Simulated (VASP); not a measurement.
# AlN (Cm) in VASP: further runs, part 2 of 2

VASP 6.6.1. The steps go on from the part before.

## Step 4: Single point, PBE (atom 5 (N) moved +0.500 Å towards its neighbour atom 6 (N) at 3.114 Å)

Contents of INCAR:

```
SYSTEM = AlN
PREC = Accurate
ENCUT = 520
EDIFF = 1E-6
ISMEAR = 0
SIGMA = 0.05
LREAL = .False.
LASPH = .True.
NELM = 100
ALGO = Normal
ISIF = 2
LWAVE = .False.
LCHARG = .True.
GGA = PE
LELF = .True.
LVHAR = .True.
NBANDS = 26
```

Contents of KPOINTS:

```
regular mesh
0
Gamma
  6 6 6
  0 0 0
```

Contents of POSCAR:

```
AlN
1.0
    4.4031742088      0.0000000000      0.0000000000
    0.0000000000     -4.4031742088      0.0000000000
    0.0000000000      0.0000000000     -4.4031742088
Al N
4 4
Direct
    0.0000000000      0.0000000000      0.0000000000
    0.5000000000      0.5000000000      0.0000000000
    0.5000000000      0.0000000000      0.5000000000
    0.0000000000      0.5000000000      0.5000000000
    0.6697048825      0.6697048825      0.7500000000
    0.2500000000      0.2500000000      0.7500000000
    0.2500000000      0.7500000000      0.2500000000
    0.7500000000      0.2500000000      0.2500000000
```

Potentials or basis: VASP PAW PBE potentials, release 64 (Al, N).

Launch:

```sh
$ cat potpaw_PBE.64/Al/POTCAR potpaw_PBE.64/N/POTCAR > POTCAR
$ mpirun -np 1 vasp_std > vasp.out
```

OUTCAR:

```text
SYSTEM = AlN
   PREC = Accurate
   ENCUT = 520
   EDIFF = 1E-6
   ISMEAR = 0
   LREAL = .False.
   LASPH = .True.
   NELM = 100
   ISIF = 2
   GGA = PE

 ion  position               nearest neighbor table
   1  0.000  0.000  0.000-   6 1.91   7 1.91   8 1.91   5 2.33   3 3.11   4 3.11   2 3.11   3 3.11
                             4 3.11   2 3.11   4 3.11   4 3.11   2 3.11   3 3.11   3 3.11   2 3.11
   2  0.500  0.500  0.000-   5 1.53   6 1.91   7 1.91   8 1.91   3 3.11   4 3.11   1 3.11   3 3.11
                             4 3.11   1 3.11   3 3.11   3 3.11   1 3.11   4 3.11   4 3.11   1 3.11
   3  0.500  0.000  0.500-   6 1.91   7 1.91   8 1.91   5 1.97   2 3.11   4 3.11   1 3.11   1 3.11
                             2 3.11   2 3.11   4 3.11   2 3.11   1 3.11   4 3.11   1 3.11   4 3.11
   4  0.000  0.500  0.500-   6 1.91   7 1.91   8 1.91   5 1.97   2 3.11   3 3.11   1 3.11   1 3.11
                             2 3.11   1 3.11   3 3.11   1 3.11   2 3.11   3 3.11   2 3.11   3 3.11
   5  0.670  0.670  0.750-   2 1.53   3 1.97   4 1.97   1 2.33
   6  0.250  0.250  0.750-   1 1.91   2 1.91   3 1.91   4 1.91
   7  0.250  0.750  0.250-   1 1.91   2 1.91   3 1.91   4 1.91
   8  0.750  0.250  0.250-   1 1.91   2 1.91   3 1.91   4 1.91

  LATTYP: Found a simple cubic cell.
 ALAT       =     4.4031742088

  Lattice vectors:

 A1 = (   4.4031742088,   0.0000000000,   0.0000000000)
 A2 = (   0.0000000000,  -4.4031742088,   0.0000000000)
 A3 = (   0.0000000000,   0.0000000000,  -4.4031742088)

Analysis of symmetry for initial positions (statically):
=====================================================================
 Subroutine PRICEL returns:
 Original cell was already a primitive cell.

 Routine SETGRP: Setting up the symmetry group for a
 simple cubic supercell.

 Subroutine GETGRP returns: Found  2 space group operations
 (whereof  2 operations were pure point group operations)
 out of a pool of 48 trial point group operations.

The static configuration has the point symmetry C_1h.

Analysis of symmetry for dynamics (positions and initial velocities):
=====================================================================
 Subroutine PRICEL returns:
 Original cell was already a primitive cell.

 Routine SETGRP: Setting up the symmetry group for a
 simple cubic supercell.
[... 148 lines left out ...]
 non-spin polarized calculation
 Gauss-broadening in eV      SIGMA  =   0.05
  energy-cutoff  :      520.00
  volume of cell :       85.37
 maximum number of plane-waves:      2325
 NGX is ok and might be reduce to    36
   NGX = 17   NGY = 17   NGZ = 17

 number of electron      31.9999997 magnetization

 Free energy of the ion-electron system (eV)
  ---------------------------------------------------
  ext. energy  EPLUGINS =         0.00000000
  ---------------------------------------------------
  free energy    TOTEN  =       -56.64580854 eV

  energy without entropy =      -56.64580854  energy(sigma->0) =      -56.64580854

 E-fermi :   6.3746     XC(G=0): -10.8313

 val. band max:        6.0866799950   @ k =   0.0000   0.0000   0.0000
 cond. band min:       8.8220396787   @ k =   0.0000   0.0000   0.0000
 fundamental gap:      2.7353596838
 Fermi energy:         6.3746442476

 k-point     1 :       0.0000    0.0000    0.0000
  band No.  band energies     occupation
      1      -9.1410      2.00000
      2      -6.5582      2.00000
      3      -6.5337      2.00000
      4      -6.3898      2.00000
      5       0.8260      2.00000
      6       1.0040      2.00000
[... 685 lines left out ...]
     25      16.3856      0.00000
     26      16.7146      0.00000

 [... further k-points ...]

------------------------ aborting loop because EDIFF is reached ----------------------------------------

  FORCE on cell =-STRESS in cart. coord.  units (eV):
  Direction    XX          YY          ZZ          XY          YZ          ZX
  --------------------------------------------------------------------------------------
  -------------------------------------------------------------------------------------
  Total        2.7914838      2.7914838      8.7812877     -4.2219943     -5.1544831      5.1544831
  in kB       52.3899634     52.3899634    164.8053034    -79.2374734    -96.7382218     96.7382213
  external PRESSURE =      89.8617434 kB  Pullay stress =       0.0000000 kB

 VOLUME and BASIS-vectors are now :
 -----------------------------------------------------------------------------
  energy-cutoff  :      520.00
  volume of cell :       85.37
      direct lattice vectors                 reciprocal lattice vectors
     4.403174209  0.000000000  0.000000000     0.227108888  0.000000000  0.000000000
     0.000000000 -4.403174209  0.000000000     0.000000000 -0.227108888  0.000000000
     0.000000000  0.000000000 -4.403174209     0.000000000  0.000000000 -0.227108888

 POSITION                                       TOTAL-FORCE (eV/Angst)
 -----------------------------------------------------------------------------------
      0.00000      0.00000      0.00000        -0.310193      0.310193     -0.118474
      2.20159     -2.20159      0.00000        -5.603627      5.603627     -7.711147
      2.20159      0.00000     -2.20159        -0.361463      0.658149     -0.312330
      0.00000     -2.20159     -2.20159        -0.658149      0.361463     -0.312330
      2.94883     -2.94883     -3.30238         8.805677     -8.805677      8.428064
      1.10079     -1.10079     -3.30238        -1.109784      1.109784      0.005989
      1.10079     -3.30238     -1.10079        -0.929496     -0.167036      0.010114
      3.30238     -1.10079     -1.10079         0.167036      0.929496      0.010114
 -----------------------------------------------------------------------------------
    total drift:                                0.000291     -0.000291      0.000634

  FREE ENERGIE OF THE ION-ELECTRON SYSTEM (eV)
  ---------------------------------------------------
  free  energy   TOTEN  =       -56.6458085369 eV

  energy  without entropy=      -56.6458085369  energy(sigma->0) =      -56.64580854
```

OSZICAR:

```text
N       E                     dE             d eps       ncg     rms          rms(c)
DAV:   1     0.113685199059E+03    0.11369E+03   -0.14485E+04  3536   0.109E+03
DAV:   2    -0.572339523996E+02   -0.17092E+03   -0.15969E+03  4730   0.229E+02
DAV:   3    -0.671491270172E+02   -0.99152E+01   -0.98594E+01  4632   0.565E+01
DAV:   4    -0.672397376319E+02   -0.90611E-01   -0.90552E-01  4292   0.620E+00
DAV:   5    -0.672410644894E+02   -0.13269E-02   -0.13265E-02  4684   0.748E-01    0.180E+01
DAV:   6    -0.566292621262E+02    0.10612E+02   -0.32477E+01  4448   0.312E+01    0.650E+00
DAV:   7    -0.566911225025E+02   -0.61860E-01   -0.17133E+00  4268   0.729E+00    0.419E+00
DAV:   8    -0.566516918178E+02    0.39431E-01   -0.17812E-01  4370   0.280E+00    0.799E-01
DAV:   9    -0.566446602622E+02    0.70316E-02   -0.26819E-02  4688   0.124E+00    0.344E-01
DAV:  10    -0.566454739871E+02   -0.81372E-03   -0.68710E-03  4052   0.495E-01    0.232E-01
DAV:  11    -0.566457668038E+02   -0.29282E-03   -0.55312E-04  4576   0.192E-01    0.709E-02
DAV:  12    -0.566458049108E+02   -0.38107E-04   -0.14011E-04  4566   0.107E-01    0.195E-02
DAV:  13    -0.566458092040E+02   -0.42932E-05   -0.45716E-05  4024   0.422E-02    0.130E-02
DAV:  14    -0.566458085369E+02    0.66714E-06   -0.72734E-06  4548   0.206E-02
   1 F= -.56645809E+02 E0= -.56645809E+02  d E =-.555793E-18
```

It took 82 s on 1 thread of AMD EPYC 9R45 (Zen 5), shared host; peak memory 0.23 GiB.

What came out:

* Free energy: -56.6458 eV
* Pressure: 9.0 GPa
* Largest force: 15.037 eV/Å
* Band gap on the k mesh: 2.74 eV, direct

Forces on the atoms (eV/Å):
```
Al  -0.310  0.310 -0.118
Al  -5.604  5.604 -7.711
Al  -0.361  0.658 -0.312
Al  -0.658  0.361 -0.312
N    8.806 -8.806  8.428
N   -1.110  1.110  0.006
N   -0.929 -0.167  0.010
N    0.167  0.929  0.010
```

Caveat: the cell differs from its parent crystal (atom 5 (N) moved +0.500 Å towards its neighbour atom 6 (N) at 3.114 Å); forces of over 1 eV/Å act on the atoms, so gaps and moduli don't describe the material at rest. A k mesh can miss the band edges.

## Step 5: Single point, PBE (atom 5 (N) moved +0.300 Å towards its neighbour atom 6 (N) at 3.114 Å)

Contents of INCAR:

```
  ALGO = Normal
  EDIFF = 1E-6
  ENCUT = 520
  GGA = PE
  ISIF = 2
  ISMEAR = 0
  LASPH = T
  LCHARG = F
  LREAL = F
  LWAVE = F
  NBANDS = 26
  NELM = 60
  PREC = Accurate
  SIGMA = 0.05
```

Contents of KPOINTS:

```
k-points
0
Gamma
  6 6 6
```

POSCAR, as its differences from that of step 4:

```diff
@@ -12,3 +12,3 @@
     0.0000000000      0.5000000000      0.5000000000
-    0.6697048825      0.6697048825      0.7500000000
+    0.7018229295      0.7018229295      0.7500000000
     0.2500000000      0.2500000000      0.7500000000
```

Launch:

```sh
$ cat potpaw_PBE.64/Al/POTCAR potpaw_PBE.64/N/POTCAR > POTCAR
$ mpirun -np 1 vasp_std > vasp.out
```

It took 80 s on 1 thread of AMD EPYC 9R45 (Zen 5), shared host; peak memory 0.24 GiB.

The run converged. Its results:

| Property | Result |
| --- | --- |
| Free energy | -58.4914 eV |
| Pressure | 2.9 GPa |
| Largest force | 6.891 eV/Å |
| Band gap on the k mesh | 3.03 eV |

Forces on the atoms (eV/Å):
```
Al  -0.467  0.467  0.143
Al  -2.329  2.329 -2.580
Al  -0.230  0.362 -0.135
Al  -0.362  0.230 -0.135
N    4.483 -4.483  2.698
N   -0.620  0.620  0.002
N   -0.581 -0.106  0.004
N    0.106  0.581  0.004
```

Stress tensor (GPa, compression positive):
```
 1.84 -3.10  4.19
-3.10  1.84 -4.19
 4.19 -4.19  4.90
```

Levels at points of the mesh, in eV from the valence-band top:
```
           k point  band 12  band 13  band 14  band 15  band 16  band 17  band 18  band 19  band 20  band 21
(0.00, 0.00, 0.00)    -1.94    -1.72    -0.37    -0.28     0.00     3.03     3.15     3.24     3.67     8.03
(0.50, 0.00, 0.00)    -2.71    -1.36    -1.21    -1.12    -0.85     5.34     5.66     5.73     5.81     9.21
(0.00, 0.00, 0.50)    -2.76    -1.18    -1.18    -1.10    -0.98     5.34     5.38     5.72     5.72     9.06
(0.50, 0.50, 0.00)    -2.31    -0.91    -0.73    -0.54    -0.52     6.42     7.48     7.50     7.57     8.44
(0.00, 0.50, 0.50)    -2.37    -0.94    -0.73    -0.71    -0.42     6.87     7.10     7.14     7.57     8.51
(0.50, 0.50, 0.50)    -0.69    -0.68    -0.67    -0.61    -0.26     6.25     6.80     6.95     7.04     8.93
```

Caveat: the cell differs from its parent crystal (atom 5 (N) moved +0.300 Å towards its neighbour atom 6 (N) at 3.114 Å); forces of over 1 eV/Å act on the atoms, so gaps and moduli don't describe the material at rest. A k mesh can miss the band edges.
